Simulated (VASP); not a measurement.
TiPt3: electric field gradients with PBEsol

TiPt3:

```
Ti Pt
1.0
     3.89700    0.00000    0.00000
     0.00000    3.89700    0.00000
     0.00000    0.00000    3.97494
Ti Pt
1 3
Direct
  0.00000 0.00000 0.00000
  0.00000 0.50000 0.50000
  0.50000 0.00000 0.50000
  0.50000 0.50000 0.00000
```

This cell differs from its parent crystal: zz strain of +2 %.

```json
{
  "Program": "VASP 6.6.1",
  "Task": "electric field gradients",
  "Functional": "PBEsol",
  "Potentials or basis": "VASP PAW PBE potentials, release 64 (Ti_sv, Pt)",
  "Cutoff": "520 eV",
  "k mesh": "9 × 9 × 9",
  "Occupations": "fermi-dirac, width 0.05 eV",
  "Spin": "no spin polarisation",
  "Dipole correction": "no",
  "Further INCAR settings": "ALGO = Normal; EDIFF = 1e-08; NBANDS = 29"
}
```

| Quantity | Value |
| --- | --- |
| Pressure | -4.7 GPa |
| Band gap on the k mesh | zero (bands 21 and 22 overlap by 1.45 eV) |
| Largest electric field gradient by atom | Ti +1.3; Pt -66.6, -64.8 (each value once) V/Å² |

Stress tensor (GPa, compression positive):
```
-3.57  0.00  0.00
 0.00 -3.57  0.00
 0.00  0.00 -7.11
```

Levels at points of the mesh, in eV from the Fermi level:
| k point | band 17 | band 18 | band 19 | band 20 | band 21 | band 22 | band 23 | band 24 | band 25 | band 26 |
| --- | --- | --- | --- | --- | --- | --- | --- | --- | --- | --- |
| (0.00, 0.00, 0.00) | -0.53 | -0.04 | -0.04 | 0.14 | 1.29 | 1.33 | 1.38 | 1.67 | 1.67 | 1.95 |

Electric field gradients, principal values (V/Å²):
| atom | least | middle | greatest (by size) |
| --- | --- | --- | --- |
| 1 Ti | -0.632 | -0.632 | 1.265 |
| 2 Pt | 22.408 | 44.182 | -66.590 |
| 3 Pt | 22.408 | 44.182 | -66.590 |
| 4 Pt | 32.377 | 32.377 | -64.753 |

Run time: 2.8 min on 1 thread of Intel(R) Xeon(R) Platinum 8259CL CPU @ 2.50GHz (Skylake/Cascade Lake) (shared host), peak memory 0.25 GiB.

Caveat: the cell differs from its parent crystal (zz strain of +2 %); the cell stands under tension; without QUAD_EFG the Cq values of the log hold for a quadrupole moment of 1 mb, not for the nuclei; the PAW data sets were made with another functional, which shifts forces and pressure a little; spin-orbit coupling is left out, which moves the levels of the heavy elements.
